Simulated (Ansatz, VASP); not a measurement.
# One calculation of ZnS, two programs

INCAR

```
SYSTEM = ZnS
PREC = Accurate ; ENCUT = 500
EDIFF = 1E-6 ; ISMEAR = 0
SIGMA = 0.01 ; LREAL = .FALSE.
LASPH = .TRUE. ; NELM = 120
ALGO = Normal ; ISIF = 2
LWAVE = .FALSE. ; LCHARG = .FALSE.
GGA = PE ; NBANDS = 26
GGA_COMPAT = .FALSE.
```

File KPOINTS:

```
regular mesh
0
G
  6 6 4
  0 0 0
```

Contents of POSCAR:

```
ZnS
1.0
    3.8457817004      0.0000000000      0.0000000000
   -1.9228908502      3.3305446499      0.0000000000
    0.0000000000      0.0000000000      6.3040218053
Zn S
2 2
Direct
    0.3333333333      0.6666666667      0.0052011311
    0.6666666667      0.3333333333      0.5052011311
    0.3333333333      0.6666666667      0.3797988689
    0.6666666667      0.3333333333      0.8797988689
```

Input for Ansatz:

```yaml
crystal:
  lattice:
    - [3.8457817004, 0.0, 0.0]
    - [-1.9228908502, 3.3305446499, 0.0]
    - [0.0, 0.0, 6.3040218053]
  atoms:
    - { symbol: Zn, position: [0.3333333333, 0.6666666667, 0.0052011311] }
    - { symbol: Zn, position: [0.6666666667, 0.3333333333, 0.5052011311] }
    - { symbol: S, position: [0.3333333333, 0.6666666667, 0.3797988689] }
    - { symbol: S, position: [0.6666666667, 0.3333333333, 0.8797988689] }
kpoints:
  mp_grid: { grid: [6, 6, 4] }
hamiltonian:
  xc: pbe
scf:
  occupations: { method: fixed }
  n_extra_bands: 5
output:
  forces: true
  stress: true
  eigenvalues: true
```

Alike in both runs: task single point; functional PBE; k mesh 6 × 6 × 4; no spin polarisation.

|  | VASP | Ansatz |
| --- | --- | --- |
| version | VASP 6.6.1 | Ansatz 0.2.0 |
| potentials or method | VASP PAW PBE potentials, release 64 (Zn, S) | plane waves, PAW |
| plane-wave cutoff (eV) | 500 | 420 |
| occupations | gaussian, width 0.01 eV | fixed |
| valence electrons in the cell | 36 | 36 |

VASP gave:

* gap on the k mesh at the Fermi level (eV): 2.08
* pressure (GPa): 0.1

**Question.** Which values does Ansatz return?

**Answer.** gap on the k mesh at the Fermi level (eV): 2.08; pressure (GPa): 0.0.
